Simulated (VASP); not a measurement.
CuSi16 (a cell with a defect), 17 atoms in the cell. The cell holds a defect, 17 atoms: a = 7.679 Å, b = 7.679 Å, c = 7.679 Å, α = 60.00°, β = 60.00°, γ = 60.00°. 

| Quantity | Value |
| --- | --- |
| Program | VASP 6.6.1 |
| Task | single point |
| Functional | PBE |
| Potentials or basis | VASP PAW PBE potentials, release 64 (Si, Cu) |
| Cutoff | 520 eV |
| k mesh | 2 × 2 × 2 |
| Occupations | gaussian, width 0.05 eV |
| Spin | no spin polarisation |
| Dipole correction | no |
| Charge | 1 |
| Further INCAR settings | LREAL = Auto; ALGO = Normal; EDIFF = 1e-06; NBANDS = 52; NELECT = 74.0 |

Potentials or basis: VASP PAW PBE potentials, release 64 (Si, Cu).

Launch:

```sh
$ cat potpaw_PBE.64/Si/POTCAR potpaw_PBE.64/Cu/POTCAR > POTCAR
$ mpirun -np 1 vasp_std > vasp.out
```

Hardware: 1 thread of Intel(R) Xeon(R) 6975P-C (Granite Rapids), on a shared host.

Estimate the wall time of this run.

It took 2.8 min on 1 thread of Intel(R) Xeon(R) 6975P-C (Granite Rapids), with other jobs on the host, peak memory 0.49 GiB. Counts: scf iterations 19, k points 8.
